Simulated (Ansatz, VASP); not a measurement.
Pd: VASP beside Ansatz

The input INCAR:

```
ALGO = Normal ; EDIFF = 1E-8
ENCUT = 520 ; ISIF = 2
ISMEAR = -1 ; LASPH = T
LCHARG = F ; LEFG = T
LREAL = F ; LWAVE = F
NBANDS = 11 ; NELM = 60
PREC = Accurate ; SIGMA = 0.05
```

KPOINTS

```
k-points
0
Gamma
  18 18 18
```

POSCAR

```
Pd
1.0
    0.0000000000      1.9837980000      1.9449000000
    1.9837980000      0.0000000000      1.9449000000
    1.9837980000      1.9837980000      0.0000000000
Pd
1
Direct
    0.0000000000      0.0000000000      0.0000000000
```

Input for Ansatz:

```yaml
crystal:
  lattice:
    - [0.0, 1.983798, 1.9449]
    - [1.983798, 0.0, 1.9449]
    - [1.983798, 1.983798, 0.0]
  atoms:
    - { symbol: Pd, position: [0.0, 0.0, 0.0] }
kpoints:
  mp_grid: { grid: [18, 18, 18] }
scf:
  occupations: { method: fermi_dirac, width: 0.05 }
hamiltonian:
  xc: lda
  pseudopotentials: { kind: paw }
output:
  forces: true
  stress: true
  eigenvalues: true
  efg: { contact_densities: true }
```

Change from the starting cell: equal xx and yy strain of +2 %, PAW files.

Alike in both runs: task electric field gradients; functional LDA; k mesh 18 × 18 × 18; occupations fermi-dirac, width 0.05 eV; no spin polarisation.

```csv
,VASP,Ansatz
version,VASP 6.6.1,Ansatz 0.2.0
potentials or method,"VASP PAW LDA potentials, release 64 (Pd)","PAW with Ansatz's default frozen-core files, scalar-relativistic"
plane-wave cutoff (eV),520,420
valence electrons in the cell,10,18
```

```tsv
	VASP	Ansatz	Ansatz less VASP
pressure (GPa)	-14.2	-14.5	-0.23
traceless stress, the component that is largest in VASP (GPa)	0.62	0.62	-0.001
size of Vzz on the site where it differs most (V/Å²)	2.2	3.2	+0.97
```

LDA's correlation is that of Perdew and Zunger in VASP and of Perdew and Wang (1992) in Ansatz. VASP's potentials hold 10 valence electrons a cell and Ansatz's 18, so a difference there can come from the potentials and not from the codes.
